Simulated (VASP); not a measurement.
I:

```xyz
1
Lattice="2.5383 -3.7066 0.0000 2.5383 3.7066 0.0000 -1.6209 0.0000 2.3811" Properties=species:S:1:pos:R:3 pbc="T T T"
I     1.7279    0.0000    1.1905
```

* Program: VASP 6.6.1
* Task: relaxation of cell and atoms
* Functional: PBE
* Potentials or basis: VASP PAW PBE potentials, release 64 (I)
* Cutoff: 600 eV
* k mesh: 5 × 5 × 8
* Occupations: fermi-dirac, width 0.05 eV
* Spin: non-collinear spin, zero start, spin-orbit coupling
* Starting moments: [[0.0, 0.0, 0.0]] μB

At the start: pressure 1.9 GPa; volume 44.81 Å³/atom.

Problem. Where does the relaxation end?

Solution. Over 20 steps the energy falls by 40.4 meV/atom and the volume is 52.34 Å³/atom (+16.8 %); space group Immm (No. 71, to 0.1 Å) before, C2/m (No. 12, to 0.1 Å); moment 0.00 μB per cell.

The path:
| step | energy change (eV) | largest force (eV/Å) | pressure (GPa) | volume (Å³) |
| --- | --- | --- | --- | --- |
| 1 | 0.0000 | 0.0000 | 1.91 | 44.81 |
| 2 | 0.0068 | 0.0000 | -1.46 | 48.30 |
| 3 | -0.0203 | 0.0000 | 0.08 | 46.33 |
| 4 | -0.0204 | 0.0000 | 0.10 | 46.30 |
| 5 | -0.0219 | 0.0000 | 0.08 | 46.54 |
| 6 | -0.0260 | 0.0000 | 0.02 | 47.25 |
| 7 | -0.0328 | 0.0000 | -0.07 | 48.61 |
| 8 | -0.0396 | 0.0000 | -0.07 | 51.14 |
| 9 | -0.0399 | 0.0000 | -0.02 | 51.73 |
| 10 | -0.0390 | 0.0000 | 0.03 | 52.84 |
| 11 | -0.0399 | 0.0000 | -0.02 | 52.04 |
| 12 | -0.0399 | 0.0000 | -0.03 | 51.94 |
| 13 | -0.0399 | 0.0000 | -0.03 | 51.83 |
| 14 | -0.0366 | 0.0000 | 0.63 | 51.61 |
| 15 | -0.0400 | 0.0000 | 0.05 | 51.80 |
| 16 | -0.0403 | 0.0000 | -0.02 | 52.26 |
| 17 | -0.0403 | 0.0000 | -0.03 | 52.33 |
| 18 | -0.0400 | 0.0000 | 0.18 | 52.26 |
| 19 | -0.0404 | 0.0000 | 0.00 | 52.32 |
| 20 | -0.0404 | 0.0000 | 0.00 | 52.34 |

Final structure:
```yaml
crystal:
  lattice:
    - [2.48670, -4.49315, -0.12148]
    - [2.48670, 4.49315, -0.12148]
    - [-1.70507, 0.00000, 2.42551]
  atoms:
    - { symbol: I, position: [0.50000, 0.50000, 0.50000] }
```

Caveat: the volume moved by over 15 % at a fixed basis, so the end points are rough.
